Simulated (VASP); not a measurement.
# Zn2SbO3 (P-4m2) in VASP: relaxation of cell and atoms with PBE

Aim: the relaxation of cell and atoms of Zn2SbO3 with PBE.

Program: VASP 6.6.1. These are calculated values, not measurements. Logs are shortened: lines on timing, memory, paths and dates and some standing lists are left out, and cuts for length are marked.

### Step 1. The cell of the first run

The structure is tetragonal, space group P-4m2 (No. 115). The conventional cell has a = 3.323 Å, b = 3.323 Å, c = 7.283 Å, α = 90.00°, β = 90.00°, γ = 90.00°. Zn (site symmetry 2mm) has 7 O at 2.50 to 2.56 Å and 2 Sb at 2.55 Å and 4 Zn at 3.32 Å within 3.4 Å. Within 3.1 Å of Sb (site symmetry -4m2) lie 4 O at 2.35 Å and 4 Zn at 2.55 Å. O (site symmetry -4m2) has 4 Sb at 2.35 Å and 4 Zn at 2.55 Å within 3.1 Å. O (site symmetry 2mm) has 5 Zn at 2.50 to 2.56 Å and 10 O at 2.91 to 3.32 Å and 2 Sb at 3.24 Å within 3.4 Å.

The cell was generated, and may not be a known phase.

### Step 2. Relaxation of cell and atoms, PBE

Contents of INCAR:

```
PREC = Accurate ; ENCUT = 700
EDIFF = 1E-7 ; ISMEAR = 0
SIGMA = 0.1 ; LREAL = False
LASPH = True ; NELM = 120
ALGO = Normal ; ISIF = 3
LWAVE = False ; LCHARG = False
GGA = PE ; IBRION = 2
NSW = 90 ; EDIFFG = -0.04
GGA_COMPAT = False ; NELMIN = 4
```

Contents of KPOINTS:

```
regular mesh
0
Gamma
  6 6 4
```

Contents of POSCAR:

```
Zn2SbO3
1.0
    3.3229925400      0.0000000000      0.0000000000
    0.0000000000      3.3229925400      0.0000000000
    0.0000000000      0.0000000000      7.2827730400
Zn Sb O
2 1 3
Direct
    0.0000000000      0.5000000000      0.7340000300
    0.5000000000      0.0000000000      0.2659999700
    0.0000000000      0.0000000000      0.0000000000
    0.5000000000      0.5000000000      0.0000000000
    0.0000000000      0.5000000000      0.3820000000
    0.5000000000      0.0000000000      0.6180000000
```

Potentials or basis: VASP PAW PBE potentials, release 64 (Zn, Sb_d_GW, O).

The run is started by

```
> cat potpaw_PBE.64/Zn/POTCAR potpaw_PBE.64/Sb_d_GW/POTCAR potpaw_PBE.64/O/POTCAR > POTCAR
> mpirun -np 1 vasp_std > vasp.out
```

OUTCAR:

```text
PREC = Accurate
   ENCUT = 700
   EDIFF = 1E-7
   ISMEAR = 0
   LREAL = False
   LASPH = True
   NELM = 120
   ISIF = 3
   GGA = PE
   IBRION = 2
   NSW = 90
   EDIFFG = -0.04
   NELMIN = 4

 ion  position               nearest neighbor table
   1  0.000  0.500  0.734-   6 2.50   6 2.50   6 2.50   6 2.50   3 2.55   3 2.55
   2  0.500  0.000  0.266-   5 2.50   5 2.50   5 2.50   5 2.50   3 2.55   3 2.55
   3  0.000  0.000  0.000-   4 2.35   4 2.35   4 2.35   4 2.35   2 2.55   2 2.55   1 2.55   1 2.55

   4  0.500  0.500  0.000-   3 2.35   3 2.35   3 2.35   3 2.35
   5  0.000  0.500  0.382-   2 2.50   2 2.50   2 2.50   2 2.50
   6  0.500  0.000  0.618-   1 2.50   1 2.50   1 2.50   1 2.50

  LATTYP: Found a simple tetragonal cell.
 ALAT       =     3.3229925400
 C/A-ratio  =     2.1916308726

  Lattice vectors:

 A1 = (   3.3229925400,   0.0000000000,   0.0000000000)
 A2 = (   0.0000000000,   3.3229925400,   0.0000000000)
 A3 = (   0.0000000000,   0.0000000000,   7.2827730400)

Analysis of symmetry for initial positions (statically):
=====================================================================
 Subroutine PRICEL returns:
 Original cell was already a primitive cell.

 Routine SETGRP: Setting up the symmetry group for a
 simple tetragonal supercell.

 Subroutine GETGRP returns: Found  8 space group operations
 (whereof  8 operations were pure point group operations)
 out of a pool of 16 trial point group operations.

The static configuration has the point symmetry D_2d.

Analysis of symmetry for dynamics (positions and initial velocities):
=====================================================================
 Subroutine PRICEL returns:
 Original cell was already a primitive cell.

 Routine SETGRP: Setting up the symmetry group for a
 simple tetragonal supercell.

 Subroutine GETGRP returns: Found  8 space group operations
 (whereof  8 operations were pure point group operations)
 out of a pool of 16 trial point group operations.

The dynamic configuration has the point symmetry D_2d.

 Subroutine INISYM returns: Found  8 space group operations
 (whereof  8 operations are pure point group operations),
 and found     1 'primitive' translations

----------------------------------------------------------------------------------------

                                     Primitive cell

  volume of cell :      80.4184

  direct lattice vectors                    reciprocal lattice vectors
     3.322992540  0.000000000  0.000000000     0.300933568  0.000000000  0.000000000
     0.000000000  3.322992540  0.000000000     0.000000000  0.300933568  0.000000000
     0.000000000  0.000000000  7.282773040     0.000000000  0.000000000  0.137310334

  length of vectors
     3.322992540  3.322992540  7.282773040     0.300933568  0.300933568  0.137310334

  position of ions in fractional coordinates (direct lattice)
     0.000000000  0.500000000  0.734000030
     0.500000000  0.000000000  0.265999970
     0.000000000  0.000000000  0.000000000
     0.500000000  0.500000000  0.000000000
     0.000000000  0.500000000  0.382000000
     0.500000000  0.000000000  0.618000000

  ion indices of the primitive-cell ions
   primitive index   ion index
                 1           1
                 2           2
                 3           3
                 4           4
                 5           5
                 6           6

----------------------------------------------------------------------------------------

 KPOINTS: regular mesh

Automatic generation of k-mesh.
 Grid dimensions read from file:
 generate k-points for:    6    6    4

 Generating k-lattice:

  Cartesian coordinates                     Fractional coordinates (reciprocal lattice)
     0.050155595  0.000000000  0.000000000     0.166666667  0.000000000  0.000000000
     0.000000000  0.050155595  0.000000000     0.000000000  0.166666667  0.000000000
     0.000000000  0.000000000  0.034327584     0.000000000  0.000000000  0.250000000

  Length of vectors
     0.050155595  0.050155595  0.034327584

  Shift w.r.t. Gamma in fractional coordinates (k-lattice)
     0.000000000  0.000000000  0.000000000

 Subroutine IBZKPT returns following result:
 ===========================================

 Found     30 irreducible k-points:

 Following reciprocal coordinates:
            Coordinates               Weight
  0.000000  0.000000  0.000000      1.000000
  0.166667  0.000000  0.000000      4.000000
  0.333333  0.000000  0.000000      4.000000
  0.500000  0.000000  0.000000      2.000000
  0.166667  0.166667  0.000000      4.000000
  0.333333  0.166667  0.000000      8.000000
[... 16 lines left out ...]
  0.333333  0.000000  0.500000      4.000000
  0.500000  0.000000  0.500000      2.000000
 [... further k-points ...]
   k-points           NKPTS =     30   k-points in BZ     NKDIM =     30   number of bands    NBANDS=     34
   number of dos      NEDOS =    301   number of ions     NIONS =      6
   total plane-waves  NPLWV =  57600
   dimension x,y,z NGX =    30 NGY =   30 NGZ =   64
   dimension x,y,z NGXF=    60 NGYF=   60 NGZF=  128
   ions per type =               2   1   3
   NGX,Y,Z   is equivalent  to a cutoff of  15.01, 15.01, 14.61 a.u.
   NGXF,Y,Z  is equivalent  to a cutoff of  30.02, 30.02, 29.22 a.u.
 SYSTEM =  unknown system
   PREC   = accura    normal or accurate (medium, high low for compatibility)
   ISTART =      0    job   : 0-new  1-cont  2-samecut
   ICHARG =      2    charge: 1-file 2-atom 10-const
   ISPIN  =      1    spin polarized calculation?
   LNONCOLLINEAR =      F non collinear calculations
   LSORBIT =      F    spin-orbit coupling
   LASPH  =      T    aspherical Exc in radial PAW
   ENCUT  =  700.0 eV  51.45 Ry    7.17 a.u.   7.17  7.17 15.71*2*pi/ulx,y,z
   NELM   =    120;   NELMIN=  4; NELMDL= -5     # of ELM steps
   EDIFF  = 0.1E-06   stopping-criterion for ELM
   LREAL  =      F    real-space projection
   EDIFFG = -.4E-01   stopping-criterion for IOM
   NSW    =     90    number of steps for IOM
   IBRION =      2    ionic relax: 0-MD 1-quasi-New 2-CG
   NFREE  =      1    steps in history (QN), initial steepest desc. (CG)
   ISIF   =      3    stress and relaxation
   ISYM   =      2    0-nonsym 1-usesym 2-fastsym
   POTIM  = 0.5000    time-step for ionic-motion
   TEBEG  =    0.0;   TEEND  =   0.0 temperature during run
   PSTRESS=    0.0 pullay stress
   NELECT =      57.0000    total number of electrons
   NUPDOWN=      -1.0000    fix difference up-down
   EMIN   =  10.00;   EMAX   =-10.00  energy-range for DOS
   EFERMI =   0.00;   METHOD = LEGACY
   ISMEAR =     0;   SIGMA  =   0.10  broadening in eV -4-tet -1-fermi 0-gaus
   EFERMI_NEDOS =   21; number of points for ismear=-14 and -15
   IALGO  =     38    algorithm
   IMIX   =      4    mixing-type and parameters
     AMIX     =   0.40;   BMIX     =  1.00
     AMIX_MAG =   1.60;   BMIX_MAG =  1.00
  volume/ion in A,a.u.               =      13.40        90.45
  Fermi-wavevector in a.u.,A,eV,Ry     =   1.459647  2.758334 28.988170  2.130570
  Thomas-Fermi vector in A             =   2.576190
   LORBIT       =      0    0 simple, 1 ext, 2 COOP (PROOUT), +10 PAW based schemes
   GGA     = PE    functional components
   LHFCALC =     F    Hartree Fock is set to
   AEXX    =    0.0000 exact exchange contribution
   IVDW    =     0    specifies the selected vdW correction
   LEPSILON=     F    determine dielectric tensor
   LRPA    =     F    only Hartree local field effects (RPA)
 conjugate gradient relaxation of ions
 non-spin polarized calculation
 Gauss-broadening in eV      SIGMA  =   0.10
  energy-cutoff  :      700.00
  volume of cell :       80.42
 maximum number of plane-waves:      3432
 NGX is ok and might be reduce to    30
   NGX = 15   NGY = 15   NGZ = 31

--------------------------------------- Ionic step        1  -------------------------------------------

 number of electron      57.0000011 magnetization

 Free energy of the ion-electron system (eV)
  ---------------------------------------------------
  ext. energy  EPLUGINS =         0.00000000
  ---------------------------------------------------
  free energy    TOTEN  =       -20.91288064 eV

  energy without entropy =      -20.88591719  energy(sigma->0) =      -20.89939892

------------------------ aborting loop because EDIFF is reached ----------------------------------------

  FORCE on cell =-STRESS in cart. coord.  units (eV):
  Direction    XX          YY          ZZ          XY          YZ          ZX
  --------------------------------------------------------------------------------------
  -------------------------------------------------------------------------------------
  Total       -1.0683394     -1.0683394      2.1331924      0.0000000     -0.0000000     -0.0000000
  in kB      -21.2845430    -21.2845430     42.4996260      0.0000000     -0.0000000     -0.0000000
  external PRESSURE =      -0.0231533 kB  Pullay stress =       0.0000000 kB
[... 101 lines left out ...]
  FREE ENERGIE OF THE ION-ELECTRON SYSTEM (eV)
  ---------------------------------------------------
  free  energy   TOTEN  =       -25.4012679593 eV

  energy  without entropy=      -25.3887511715  energy(sigma->0) =      -25.39500957

 E-fermi :   5.0171     XC(G=0): -11.4699

 val. band max:        4.9812684218   @ k =   0.5000   0.1667   0.5000
 cond. band min:       5.0402904995   @ k =   0.3333   0.0000   0.5000
 fundamental gap:      0.0590220777
 Fermi energy:         5.0170820814

 k-point     1 :       0.0000    0.0000    0.0000
  band No.  band energies     occupation
      1     -25.0925      2.00000
      2     -24.9038      2.00000
      3     -24.8953      2.00000
      4     -24.8072      2.00000
      5     -24.8072      2.00000
      6     -15.7335      2.00000
[... 877 lines left out ...]
     33       9.5242      0.00000
     34       9.5262      0.00000

 [... further k-points ...]

[... ionic steps 4 to 14 ...]

--------------------------------------- Ionic step       15  -------------------------------------------

 number of electron      56.9999992 magnetization

------------------------ aborting loop because EDIFF is reached ----------------------------------------
[... 75 lines left out ...]
--------------------------------------- Ionic step       17  -------------------------------------------

 number of electron      56.9999998 magnetization

 Free energy of the ion-electron system (eV)
  ---------------------------------------------------
  ext. energy  EPLUGINS =         0.00000000
  ---------------------------------------------------
  free energy    TOTEN  =       -25.77517177 eV

  energy without entropy =      -25.76365714  energy(sigma->0) =      -25.76941446

 E-fermi :   3.5754     XC(G=0): -10.7117

 val. band max:        3.5582435110   @ k =   0.3333   0.1667   0.2500
 cond. band min:       3.6708779706   @ k =   0.3333   0.1667   0.5000
 fundamental gap:      0.1126344596
 Fermi energy:         3.5753890153

 k-point     1 :       0.0000    0.0000    0.0000
  band No.  band energies     occupation
      1     -26.3649      2.00000
      2     -26.1877      2.00000
      3     -26.1592      2.00000
      4     -26.0871      2.00000
      5     -26.0871      2.00000
      6     -16.7607      2.00000
[... 877 lines left out ...]
     33       8.1579      0.00000
     34       8.4081      0.00000

 [... further k-points ...]

------------------------ aborting loop because EDIFF is reached ----------------------------------------

  FORCE on cell =-STRESS in cart. coord.  units (eV):
  Direction    XX          YY          ZZ          XY          YZ          ZX
  --------------------------------------------------------------------------------------
  -------------------------------------------------------------------------------------
  Total       -0.0497710     -0.0497710      0.1687798      0.0000000      0.0000000     -0.0000000
  in kB       -0.9396438     -0.9396438      3.1864533      0.0000000      0.0000000     -0.0000000
  external PRESSURE =       0.4357219 kB  Pullay stress =       0.0000000 kB
[... 21 lines left out ...]
  FREE ENERGIE OF THE ION-ELECTRON SYSTEM (eV)
  ---------------------------------------------------
  free  energy   TOTEN  =       -25.7751717661 eV

  energy  without entropy=      -25.7636571441  energy(sigma->0) =      -25.76941446

 reached required accuracy - stopping structural energy minimisation
```

It took 17 min on 1 thread of AMD EPYC 9R45 (Zen 5), shared host; peak memory 0.3 GiB.

Results:

```yaml
Free_energy: -25.7752 eV
Relaxed_volume: 14.14 Å³/atom
Relaxed_cell: a = 3.159 Å, b = 3.159 Å, c = 8.506 Å, α = 90.00°, β = 90.00°, γ = 90.00°
Space_group_after_relaxing_to_0.1_Å: P-4m2 (No. 115)
Energy_gained_by_relaxing: 810.4 meV/atom
Ionic_steps: 17
Pressure_after_relaxing: 0.0 GPa
Largest_force_after_relaxing: 0.035 eV/Å
Band_gap_on_the_k_mesh: zero (an odd number of electrons rules out a gap without spin polarisation)
```

Forces on the atoms (eV/Å):
```
Zn   0.000  0.000  0.030
Zn   0.000  0.000 -0.030
Sb   0.000  0.000  0.000
O    0.000  0.000  0.000
O    0.000  0.000  0.035
O    0.000  0.000 -0.035
```

The path:
```csv
step,energy change (eV),largest force (eV/Å),pressure (GPa),volume (Å³)
1,0.0000,5.2764,0.00,80.42
2,-2.5121,3.4879,-6.48,80.40
3,-4.4884,0.8832,-5.64,80.29
4,-4.5749,0.9402,-4.00,80.25
5,-4.6145,0.5139,8.69,74.87
6,-4.6778,0.6304,2.61,77.14
7,-4.7700,0.3367,1.89,78.71
8,-4.8326,0.2829,1.19,81.75
9,-4.8332,0.2338,1.21,81.52
10,-4.8434,0.2672,-1.47,83.92
11,-4.8449,0.2231,-0.80,83.27
12,-4.8550,0.1303,0.24,83.46
13,-4.8551,0.1240,0.29,83.48
14,-4.8593,0.0904,0.17,84.00
15,-4.8607,0.0681,0.08,84.45
16,-4.8607,0.0646,0.07,84.52
17,-4.8623,0.0347,0.04,84.86
```

Final structure:
```
Zn Sb O
1.0
     3.15866    0.00000    0.00000
     0.00000    3.15866    0.00000
     0.00000    0.00000    8.50584
Zn Sb O
2 1 3
Direct
  0.00000 0.50000 0.61891
  0.50000 0.00000 0.38109
  0.00000 0.00000 0.00000
  0.50000 0.50000 0.00000
  0.00000 0.50000 0.37385
  0.50000 0.00000 0.62615
```

Caveat: a cell axis changed by over 15 % at a fixed basis, so the end point is rough; spin-orbit coupling is left out, which moves the levels of the heavy elements; an odd number of electrons without spin polarisation forces a metal; a magnetic or distorted state may lie lower.

The gap in the log of VASP goes by the Fermi energy; the results here count the filled bands.